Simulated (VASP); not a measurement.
# Al2Cu (P4/mmm) in VASP: further runs

The runs below take Al2Cu through single point, with LDA.

All numbers are computed with VASP 6.6.1; they aren't measurements. Logs are shortened: lines on timing, memory, paths and dates and some standing lists are left out, and cuts for length are marked.

### 1 The cell of the first run

The structure is tetragonal, space group P4/mmm (No. 123). The conventional cell has a = 4.043 Å, b = 4.043 Å, c = 2.822 Å, α = 90.00°, β = 90.00°, γ = 90.00°. Within 3.3 Å of Al (site symmetry mmm) lie 4 Cu at 2.47 Å and 6 Al at 2.82 to 2.86 Å. Within 3.3 Å of Cu (site symmetry 4/mmm) lie 8 Al at 2.47 Å and 2 Cu at 2.82 Å.

### 2 Single point, LDA

Contents of INCAR:

```
ALGO = Fast
EDIFF = 1E-6
ENCUT = 520
GGA = CA
ISIF = 2
ISMEAR = 0
LASPH = T
LCHARG = T
LELF = T
LREAL = F
LVHAR = T
LWAVE = F
NBANDS = 16
NELM = 100
PREC = Accurate
SIGMA = 0.15
```

Contents of KPOINTS:

```
k-points
0
Gamma
  12 12 16
```

Contents of POSCAR:

```
Al2Cu
1.0
    4.0425045047      0.0000000000      0.0000000000
    0.0000000000      4.0425045047      0.0000000000
    0.0000000000      0.0000000000      2.8219643188
Al Cu
2 1
Direct
    0.5000000000      0.0000000000      0.5000000000
    0.0000000000      0.5000000000      0.5000000000
    0.0000000000      0.0000000000      0.0000000000
```

Potentials or basis: VASP PAW LDA potentials, release 64 (Al, Cu).

Started as:

```console
cat potpaw_LDA.64/Al/POTCAR potpaw_LDA.64/Cu/POTCAR > POTCAR
mpirun -np 1 vasp_std > vasp.out
```

OUTCAR:

```text
EDIFF = 1E-6
   ENCUT = 520
   GGA = CA
   ISIF = 2
   ISMEAR = 0
   LASPH = T
   LREAL = F
   NELM = 100
   PREC = Accurate

 ion  position               nearest neighbor table
   1  0.500  0.000  0.500-   3 2.47   3 2.47   3 2.47   3 2.47   2 2.86   2 2.86   2 2.86   2 2.86

   2  0.000  0.500  0.500-   3 2.47   3 2.47   3 2.47   3 2.47   1 2.86   1 2.86   1 2.86   1 2.86

   3  0.000  0.000  0.000-   1 2.47   2 2.47   1 2.47   2 2.47   2 2.47   2 2.47   1 2.47   1 2.47

  LATTYP: Found a simple tetragonal cell.
 ALAT       =     4.0425045047
 C/A-ratio  =     0.6980732651

  Lattice vectors:

 A1 = (   4.0425045047,   0.0000000000,   0.0000000000)
 A2 = (   0.0000000000,   4.0425045047,   0.0000000000)
 A3 = (   0.0000000000,   0.0000000000,   2.8219643188)

Analysis of symmetry for initial positions (statically):
=====================================================================
 Subroutine PRICEL returns:
 Original cell was already a primitive cell.

 Routine SETGRP: Setting up the symmetry group for a
 simple tetragonal supercell.

 Subroutine GETGRP returns: Found 16 space group operations
 (whereof 16 operations were pure point group operations)
 out of a pool of 16 trial point group operations.

The static configuration has the point symmetry D_4h.

Analysis of symmetry for dynamics (positions and initial velocities):
=====================================================================
 Subroutine PRICEL returns:
 Original cell was already a primitive cell.

 Routine SETGRP: Setting up the symmetry group for a
 simple tetragonal supercell.

 Subroutine GETGRP returns: Found 16 space group operations
 (whereof 16 operations were pure point group operations)
 out of a pool of 16 trial point group operations.

The dynamic configuration has the point symmetry D_4h.

 Subroutine INISYM returns: Found 16 space group operations
 (whereof 16 operations are pure point group operations),
 and found     1 'primitive' translations

----------------------------------------------------------------------------------------

                                     Primitive cell

  volume of cell :      46.1161

  direct lattice vectors                    reciprocal lattice vectors
     4.042504505  0.000000000  0.000000000     0.247371400  0.000000000  0.000000000
     0.000000000  4.042504505  0.000000000     0.000000000  0.247371400  0.000000000
     0.000000000  0.000000000  2.821964319     0.000000000  0.000000000  0.354363091

  length of vectors
     4.042504505  4.042504505  2.821964319     0.247371400  0.247371400  0.354363091

  position of ions in fractional coordinates (direct lattice)
     0.500000000  0.000000000  0.500000000
     0.000000000  0.500000000  0.500000000
     0.000000000  0.000000000  0.000000000

  ion indices of the primitive-cell ions
   primitive index   ion index
                 1           1
                 2           2
                 3           3

----------------------------------------------------------------------------------------

 KPOINTS: k-points

Automatic generation of k-mesh.
 Grid dimensions read from file:
 generate k-points for:   12   12   16

 Generating k-lattice:

  Cartesian coordinates                     Fractional coordinates (reciprocal lattice)
     0.020614283  0.000000000  0.000000000     0.083333333  0.000000000  0.000000000
     0.000000000  0.020614283  0.000000000     0.000000000  0.083333333  0.000000000
     0.000000000  0.000000000  0.022147693     0.000000000  0.000000000  0.062500000

  Length of vectors
     0.020614283  0.020614283  0.022147693

  Shift w.r.t. Gamma in fractional coordinates (k-lattice)
     0.000000000  0.000000000  0.000000000

 Subroutine IBZKPT returns following result:
 ===========================================

 Found    252 irreducible k-points:

 Following reciprocal coordinates:
            Coordinates               Weight
  0.000000  0.000000  0.000000      1.000000
  0.083333  0.000000  0.000000      4.000000
  0.166667  0.000000  0.000000      4.000000
  0.250000  0.000000  0.000000      4.000000
  0.333333  0.000000  0.000000      4.000000
  0.416667  0.000000  0.000000      4.000000
[... 16 lines left out ...]
  0.333333  0.333333  0.000000      4.000000
  0.416667  0.333333  0.000000      8.000000
 [... further k-points ...]
   k-points           NKPTS =    252   k-points in BZ     NKDIM =    252   number of bands    NBANDS=     16
   number of dos      NEDOS =    301   number of ions     NIONS =      3
   total plane-waves  NPLWV =  21600
   dimension x,y,z NGX =    30 NGY =   30 NGZ =   24
   dimension x,y,z NGXF=    60 NGYF=   60 NGZF=   48
   ions per type =               2   1
   NGX,Y,Z   is equivalent  to a cutoff of  12.34, 12.34, 14.14 a.u.
   NGXF,Y,Z  is equivalent  to a cutoff of  24.67, 24.67, 28.28 a.u.
 SYSTEM =  unknown system
   PREC   = accura    normal or accurate (medium, high low for compatibility)
   ISTART =      0    job   : 0-new  1-cont  2-samecut
   ICHARG =      2    charge: 1-file 2-atom 10-const
   ISPIN  =      1    spin polarized calculation?
   LNONCOLLINEAR =      F non collinear calculations
   LSORBIT =      F    spin-orbit coupling
   LASPH  =      T    aspherical Exc in radial PAW
   ENCUT  =  520.0 eV  38.22 Ry    6.18 a.u.   7.52  7.52  5.25*2*pi/ulx,y,z
   NELM   =    100;   NELMIN=  2; NELMDL= -5     # of ELM steps
   EDIFF  = 0.1E-05   stopping-criterion for ELM
   LREAL  =      F    real-space projection
   EDIFFG = 0.1E-04   stopping-criterion for IOM
   NSW    =      0    number of steps for IOM
   IBRION =     -1    ionic relax: 0-MD 1-quasi-New 2-CG
   NFREE  =      0    steps in history (QN), initial steepest desc. (CG)
   ISIF   =      2    stress and relaxation
   ISYM   =      2    0-nonsym 1-usesym 2-fastsym
   POTIM  = 0.5000    time-step for ionic-motion
   TEBEG  =    0.0;   TEEND  =   0.0 temperature during run
   PSTRESS=    0.0 pullay stress
   NELECT =      17.0000    total number of electrons
   NUPDOWN=      -1.0000    fix difference up-down
   EMIN   =  10.00;   EMAX   =-10.00  energy-range for DOS
   EFERMI =   0.00;   METHOD = LEGACY
   ISMEAR =     0;   SIGMA  =   0.15  broadening in eV -4-tet -1-fermi 0-gaus
   EFERMI_NEDOS =   21; number of points for ismear=-14 and -15
   IALGO  =     68    algorithm
   IMIX   =      4    mixing-type and parameters
     AMIX     =   0.40;   BMIX     =  1.00
     AMIX_MAG =   1.60;   BMIX_MAG =  1.00
  volume/ion in A,a.u.               =      15.37       103.74
  Fermi-wavevector in a.u.,A,eV,Ry     =   1.173835  2.218226 18.747304  1.377888
  Thomas-Fermi vector in A             =   2.310241
   LORBIT       =      0    0 simple, 1 ext, 2 COOP (PROOUT), +10 PAW based schemes
   GGA     = CA    functional components
   LHFCALC =     F    Hartree Fock is set to
   AEXX    =    0.0000 exact exchange contribution
   IVDW    =     0    specifies the selected vdW correction
   LEPSILON=     F    determine dielectric tensor
   LRPA    =     F    only Hartree local field effects (RPA)
 non-spin polarized calculation
 RMM-DIIS sequential band-by-band and
 Gauss-broadening in eV      SIGMA  =   0.15
  energy-cutoff  :      520.00
  volume of cell :       46.12
 maximum number of plane-waves:      1262
   NGX = 15   NGY = 15   NGZ = 11

 number of electron      17.0000004 magnetization

 Free energy of the ion-electron system (eV)
  ---------------------------------------------------
  ext. energy  EPLUGINS =         0.00000000
  ---------------------------------------------------
  free energy    TOTEN  =       -13.23287745 eV

  energy without entropy =      -13.22399021  energy(sigma->0) =      -13.22843383

 E-fermi :   7.4922     XC(G=0): -10.8142

 val. band max:        7.4839713315   @ k =   0.3333   0.0000   0.2500
 cond. band min:       7.4959848851   @ k =   0.1667   0.1667   0.4375
 fundamental gap:      0.0120135536
 Fermi energy:         7.4921803807

 k-point     1 :       0.0000    0.0000    0.0000
  band No.  band energies     occupation
      1      -3.3609      2.00000
      2       1.7941      2.00000
      3       2.2860      2.00000
      4       3.0006      2.00000
      5       3.2188      2.00000
      6       3.2188      2.00000
[... 8 lines left out ...]
     15      14.8493      0.00000
     16      20.5401      0.00000

 k-point     2 :       0.0833    0.0000    0.0000
  band No.  band energies     occupation
      1      -3.3007      2.00000
      2       1.7667      2.00000
      3       2.2730      2.00000
      4       2.9819      2.00000
      5       3.2168      2.00000
      6       3.2191      2.00000
[... 8 lines left out ...]
     15      15.6881      0.00000
     16      20.2612      0.00000

 k-point     3 :       0.1667    0.0000    0.0000
  band No.  band energies     occupation
      1      -3.1218      2.00000
      2       1.6306      2.00000
      3       2.2388      2.00000
      4       2.9345      2.00000
      5       3.2114      2.00000
      6       3.2200      2.00000
[... 8 lines left out ...]
     15      17.1435      0.00000
     16      19.6505      0.00000

 k-point     4 :       0.2500    0.0000    0.0000
  band No.  band energies     occupation
      1      -2.8307      2.00000
      2       1.2424      2.00000
      3       2.2118      2.00000
      4       2.8769      2.00000
      5       3.2040      2.00000
      6       3.2213      2.00000
[... 8 lines left out ...]
     15      18.7242      0.00000
     16      18.8853      0.00000
[... 324 lines left out ...]
 k-point    22 :       0.5000    0.2500    0.0000
  band No.  band energies     occupation
      1      -1.2142      2.00000
      2       0.0682      2.00000
      3       2.0477      2.00000
      4       2.5199      2.00000
      5       2.9185      2.00000
      6       3.1930      2.00000
[... 8 lines left out ...]
     15      17.5969      0.00000
     16      18.9967      0.00000

 k-point    23 :       0.3333    0.3333    0.0000
  band No.  band energies     occupation
      1      -1.5110      2.00000
      2       1.1185      2.00000
      3       1.4987      2.00000
      4       2.4958      2.00000
      5       3.0751      2.00000
      6       3.2012      2.00000
[... 8 lines left out ...]
     15      18.5262      0.00000
     16      19.4299      0.00000

 k-point    24 :       0.4167    0.3333    0.0000
  band No.  band energies     occupation
      1      -1.0644      2.00000
      2       0.6878      2.00000
      3       1.6108      2.00000
      4       2.3716      2.00000
      5       2.9567      2.00000
      6       3.1967      2.00000
[... 8 lines left out ...]
     15      18.1316      0.00000
     16      19.0722      0.00000

 [... further k-points ...]

------------------------ aborting loop because EDIFF is reached ----------------------------------------

  FORCE on cell =-STRESS in cart. coord.  units (eV):
  Direction    XX          YY          ZZ          XY          YZ          ZX
  --------------------------------------------------------------------------------------
  -------------------------------------------------------------------------------------
  Total        0.0800928      0.0800928     -0.1554883      0.0000000     -0.0000000      0.0000000
  in kB        2.7826037      2.7826037     -5.4020144      0.0000000     -0.0000000      0.0000000
  external PRESSURE =       0.0543976 kB  Pullay stress =       0.0000000 kB

 VOLUME and BASIS-vectors are now :
 -----------------------------------------------------------------------------
  energy-cutoff  :      520.00
  volume of cell :       46.12
      direct lattice vectors                 reciprocal lattice vectors
     4.042504505  0.000000000  0.000000000     0.247371400  0.000000000  0.000000000
     0.000000000  4.042504505  0.000000000     0.000000000  0.247371400  0.000000000
     0.000000000  0.000000000  2.821964319     0.000000000  0.000000000  0.354363091

 POSITION                                       TOTAL-FORCE (eV/Angst)
 -----------------------------------------------------------------------------------
      2.02125      0.00000      1.41098         0.000000      0.000000      0.000000
      0.00000      2.02125      1.41098         0.000000      0.000000      0.000000
      0.00000      0.00000      0.00000         0.000000      0.000000      0.000000
 -----------------------------------------------------------------------------------
    total drift:                                0.000000      0.000000      0.000000

  FREE ENERGIE OF THE ION-ELECTRON SYSTEM (eV)
  ---------------------------------------------------
  free  energy   TOTEN  =       -13.2328774466 eV

  energy  without entropy=      -13.2239902102  energy(sigma->0) =      -13.22843383
```

It took 3 min on 1 thread of Intel Xeon Platinum 8375C at 2.90GHz (Ice Lake), shared host; peak memory 0.28 GiB.

What came out:

- Free energy: -13.2329 eV
- Pressure: 0.0 GPa

Stress tensor (GPa, compression positive):
```
 0.28  0.00  0.00
 0.00  0.28  0.00
 0.00  0.00 -0.54
```

### 3 Single point, LDA

Contents of INCAR:

```
SYSTEM = Al2Cu
PREC = Accurate
ENCUT = 520
EDIFF = 1E-7
ISMEAR = 0
SIGMA = 0.1
LREAL = .FALSE.
LASPH = .TRUE.
NELM = 100
ALGO = Normal
ISIF = 2
LWAVE = .FALSE.
LCHARG = .FALSE.
GGA = CA
NBANDS = 16
```

Contents of KPOINTS:

```
Automatic mesh
0
G
  10 10 14
  0 0 0
```

POSCAR is that of step 2.

Potentials or basis: VASP PAW LDA potentials, release 64 (Al, Cu).

Started as:

```console
cat potpaw_LDA.64/Al/POTCAR potpaw_LDA.64/Cu/POTCAR > POTCAR
mpirun -np 1 vasp_std > vasp.out
```

Wall time 1.9 min (1 thread of Intel Xeon Platinum 8375C at 2.90GHz (Ice Lake), shared host); peak memory 0.23 GiB.

Results (log left out):

- Free energy: -13.2303 eV
- Pressure: 0.2 GPa

Levels at points of the mesh, in eV from the Fermi level:
```
           k point  band 6  band 7  band 8  band 9  band 10  band 11  band 12  band 13
(0.00, 0.00, 0.00)   -4.28   -2.50   -2.50   -0.02     0.86     6.29     6.29     6.38
(0.50, 0.00, 0.00)   -4.31   -4.28   -1.16    1.59     1.74     2.00     7.79     8.50
(0.50, 0.50, 0.00)   -4.45   -4.30   -4.30   -2.53     8.68     8.68     9.70    10.18
(0.00, 0.00, 0.50)   -4.30   -3.11    2.60    2.70     2.70     2.75     2.75     3.18
(0.50, 0.00, 0.50)   -4.37   -3.17   -2.53   -1.68     3.79     4.03     4.59     5.21
(0.50, 0.50, 0.50)   -3.57   -2.35   -2.35   -0.87    -0.86     0.08     0.08     2.42
```
